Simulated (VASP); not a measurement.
MgO:

```
CELL_PARAMETERS angstrom
3.30779 0.00000 0.00000
-1.65389 2.86463 0.00000
0.00000 0.00000 4.98288
ATOMIC_POSITIONS crystal
Mg 0.33333 0.66667 0.00216
Mg 0.66667 0.33333 0.50216
O 0.33333 0.66667 0.40244
O 0.66667 0.33333 0.90244
```

Base run:

| Quantity | Value |
| --- | --- |
| Program | VASP 6.6.1 |
| Functional | PBEsol |
| Potentials or basis | VASP PAW PBE potentials, release 64 (Mg, O) |
| Cutoff | 520 eV |
| k mesh | 6 × 6 × 4 |
| Occupations | gaussian, width 0.01 eV |
| Spin | no spin polarisation |

Its results: band gap on the k mesh 3.34 eV, direct; pressure 0.1 GPa; largest force 0.009 eV/Å.

Question: The run is repeated on the same cell with these changes: functional from PBEsol to BLYP. What comes out?

Answer: Band gap on the k mesh 3.72 eV, direct; pressure 4.7 GPa; largest force 0.025 eV/Å.

BLYP binds less tightly than PBEsol, so the same cell stands under more pressure.

Caveats: the PAW data sets were made with another functional, which shifts forces and pressure a little.

